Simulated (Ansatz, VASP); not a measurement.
One calculation of TaSi5, two programs

File INCAR:

```
SYSTEM = TaSi5
PREC = Accurate
ENCUT = 600
EDIFF = 1E-6
ISMEAR = 0
SIGMA = 0.1
LREAL = .FALSE.
LASPH = .TRUE.
NELM = 60
ALGO = Normal
ISIF = 3
LWAVE = .FALSE.
LCHARG = .FALSE.
GGA = PE
IBRION = 2
NSW = 90
EDIFFG = -0.04
```

The input KPOINTS:

```
regular mesh
0
G
  6 6 4
  0 0 0
```

Contents of POSCAR:

```
TaSi5
1.0
    4.4100788000      0.0000000000      0.0000000000
   -2.2050394000      3.8192402800      0.0000000000
    0.0000000000      0.0000000000      6.3097880300
Ta Si
1 5
Direct
    0.0000000000      0.0000000000      0.0000000000
    0.3333333300      0.6666666700      0.7580293900
    0.3333333300      0.6666666700      0.2419706100
    0.6666666700      0.3333333300      0.2419706100
    0.6666666700      0.3333333300      0.7580293900
    0.0000000000      0.0000000000      0.5000000000
```

Input for Ansatz:

```yaml
crystal:
  lattice:
    - [4.4100788, 0.0, 0.0]
    - [-2.2050394, 3.81924028, 0.0]
    - [0.0, 0.0, 6.30978803]
  atoms:
    - { symbol: Ta, position: [0.0, 0.0, 0.0] }
    - { symbol: Si, position: [0.33333333, 0.66666667, 0.75802939] }
    - { symbol: Si, position: [0.33333333, 0.66666667, 0.24197061] }
    - { symbol: Si, position: [0.66666667, 0.33333333, 0.24197061] }
    - { symbol: Si, position: [0.66666667, 0.33333333, 0.75802939] }
    - { symbol: Si, position: [0.0, 0.0, 0.5] }
basis:
  ecutwfc: 420
kpoints:
  mp_grid: { grid: [6, 6, 4] }
hamiltonian:
  xc: pbe
scf:
  occupations: { method: gaussian, width: 0.1 }
  lower_state_search: "off"
output:
  forces: true
  stress: true
  eigenvalues: true
relax:
  adjacent_minimum: "off"
  f_tol: 0.04
  max_steps: 70
  cell: { stress_tol: 0.4 }
```

Alike in both runs: task relaxation of cell and atoms; functional PBE; k mesh 6 × 6 × 4; occupations gaussian, width 0.1 eV; no spin polarisation.

|  | VASP | Ansatz |
| --- | --- | --- |
| version | VASP 6.6.1 | Ansatz 0.2.0 |
| potentials or method | VASP PAW PBE potentials, release 64 (Ta_pv, Si), cutoff 600 eV | scalar-relativistic, plane waves, PAW |
| valence electrons in the cell | 31 | 33 |

```csv
,VASP,Ansatz,Ansatz less VASP
"gap on the k mesh at the Fermi level, each at its own relaxed structure (eV)",none,none,-
relaxed volume (Å³/atom),14.83,14.84,+0.011
relaxed length of the cell vector where the two differ most in proportion (Å),4.497,4.499,+0.0026
```

A gap of «none» marks a metal or a gap that the smearing closes. VASP's potentials hold 31 valence electrons a cell and Ansatz's 33, so a difference there can come from the potentials and not from the codes.

Spin-orbit coupling is off throughout. Noted on VASP's run: the volume moved by over 15 % at a fixed basis, so the end points are rough.
